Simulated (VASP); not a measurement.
Wanted: the native input for a VASP 6.6.1 run.

* Task: single point
* Functional: PBE
* Potentials or basis: VASP PAW PBE potentials, release 64 (Sb)
* Cutoff: 520 eV
* k mesh: 16 × 16 × 16
* Occupations: gaussian, width 0.15 eV
* Spin: no spin polarisation
* Dipole correction: no
* Further INCAR settings: ALGO = Normal; EDIFF = 1e-06; NBANDS = 8

The structure of Sb lies in POSCAR:

```
Sb
1.0
    2.7605142686      0.0000000000      0.0000000000
    0.0000000000      2.7605142686      0.0000000000
    0.0000000000      0.0000000000      4.1407714029
Sb
1
Direct
    0.0000000000      0.0000000000      0.0000000000
```

This cell differs from its parent crystal: ratio of the length along z to the lengths across it x 1.5, volume and fractional coordinates fixed.

The input as run:

INCAR

```
SYSTEM = Sb
PREC = Accurate
ENCUT = 520
EDIFF = 1E-6
ISMEAR = 0
SIGMA = 0.15
LREAL = .FALSE.
LASPH = .TRUE.
NELM = 100
ALGO = Normal
ISIF = 2
LWAVE = .FALSE.
LCHARG = .TRUE.
GGA = PE
LELF = .TRUE.
LVHAR = .TRUE.
NBANDS = 8
```

KPOINTS

```
Automatic mesh
0
G
  16 16 16
  0 0 0
```

Potentials or basis: VASP PAW PBE potentials, release 64 (Sb).

Command:

```bash
$ cat potpaw_PBE.64/Sb/POTCAR > POTCAR
$ mpirun -np 1 vasp_std > vasp.out
```

It gave:

The pressure is 12.2 GPa.

Wall time 21 s on 1 thread of Intel(R) Xeon(R) 6975P-C (Granite Rapids), with other jobs on the host, peak memory 0.22 GiB.
